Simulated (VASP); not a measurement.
As: relaxation of cell and atoms with PBE

Crystal: As.

```
CELL_PARAMETERS angstrom
-1.68099 1.68099 1.68099
1.68099 -1.68099 1.68099
1.68099 1.68099 -1.68099
ATOMIC_POSITIONS crystal
As 0.00000 0.00000 0.00000
```

This isn't the form of As at room conditions, which is rhombohedral.

```yaml
Program: VASP 6.6.1
Task: relaxation of cell and atoms
Functional: PBE
Potentials_or_basis: VASP PAW PBE potentials, release 64 (As)
Cutoff: 600 eV
k_mesh: 17 × 17 × 17
Occupations: fermi-dirac, width 0.05 eV
Spin: no spin polarisation
Dipole_correction: no
Further_INCAR_settings: ALGO = Normal; EDIFF = 1e-07; IBRION = 2; EDIFFG = -0.005; NSW = 60; ISIF = 3
```

```yaml
Relaxed_volume: 19.11 Å³/atom
Relaxed_cell: a = 2.917 Å, b = 2.917 Å, c = 2.917 Å, α = 109.47°, β = 109.47°, γ = 109.47°
Space_group_after_relaxing_to_0.1_Å: Im-3m (No. 229)
Energy_gained_by_relaxing: 0.1 meV/atom
Ionic_steps: 3
Pressure_after_relaxing: 0.0 GPa
Band_gap_on_the_k_mesh: zero (an odd number of electrons rules out a gap without spin polarisation)
```

The path:
```tsv
step	energy change (eV)	largest force (eV/Å)	pressure (GPa)	volume (Å³)
1	0.0000	0.0000	0.45	19.00
2	-0.0001	0.0000	-0.17	19.15
3	-0.0001	0.0000	0.00	19.11
```

Final structure:
```
CELL_PARAMETERS angstrom
-1.68412 1.68412 1.68412
1.68412 -1.68412 1.68412
1.68412 1.68412 -1.68412
ATOMIC_POSITIONS crystal
As 0.00000 0.00000 0.00000
```

Levels at points of the mesh, in eV from the Fermi level:
| k point | band 1 | band 2 | band 3 | band 4 | band 5 | band 6 |
| --- | --- | --- | --- | --- | --- | --- |
| (0.00, 0.00, 0.00) | -15.03 | 5.87 | 5.87 | 5.87 | 13.02 | 13.02 |

Wall time 34 s on 1 thread of Intel Xeon 8259CL, on a shared host, peak memory 0.16 GiB.
